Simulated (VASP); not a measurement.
# WC: single point with r2SCAN

The system is WC.

```
W C
1.0
     2.90050    0.00000    0.00000
    -1.45025    2.51191    0.00000
     0.00000    0.00000    2.82900
W C
1 1
Cartesian
  0.0000 0.0000 0.0375
  1.4503 0.8373 1.4145
```

This cell differs from its parent crystal: all W atoms moved +0.037 Å, as atom 1 along Cartesian [0 0 1].

```
Program                : VASP 6.6.1
Task                   : single point
Functional             : r2SCAN
Potentials or basis    : VASP PAW PBE potentials, release 64 (W_sv, C)
Cutoff                 : 520 eV
k mesh                 : 18 × 18 × 16
Occupations            : gaussian, width 0.15 eV
Spin                   : no spin polarisation
Dipole correction      : no
Further INCAR settings : ALGO = Normal; EDIFF = 1e-06; NBANDS = 16
```

```
Pressure               : 6.6 GPa
Largest force          : 0.537 eV/Å
Band gap on the k mesh : zero (band 9 reaches 11.79 eV, above the bottom of band 10 at 10.49 eV)
```

Forces on the atoms (eV/Å):
```
W    0.000  0.000 -0.537
C    0.000  0.000  0.537
```

Levels at points of the mesh, in eV from the Fermi level:
```tsv
k point	band 6	band 7	band 8	band 9	band 10	band 11	band 12	band 13
(0.00, 0.00, 0.00)	-4.55	-3.53	-3.53	0.14	3.44	3.44	6.03	6.03
(0.50, 0.00, 0.00)	-7.37	-3.85	-3.66	-0.54	2.54	4.78	5.15	7.27
(0.00, 0.00, 0.50)	-9.05	-2.14	-2.14	-0.57	-0.57	3.87	4.87	4.87
(0.50, 0.00, 0.50)	-6.78	-4.53	-4.38	0.24	4.65	5.55	7.04	9.74
```

It took 5.5 min on 1 thread of Intel(R) Xeon(R) 6975P-C (Granite Rapids), with other jobs on the host, peak memory 0.29 GiB.

Caveat: the cell differs from its parent crystal (all W atoms moved +0.037 Å, as atom 1 along Cartesian [0 0 1]); the PAW data sets were made with another functional, which shifts forces and pressure a little; spin-orbit coupling is left out, which moves the levels of the heavy elements.
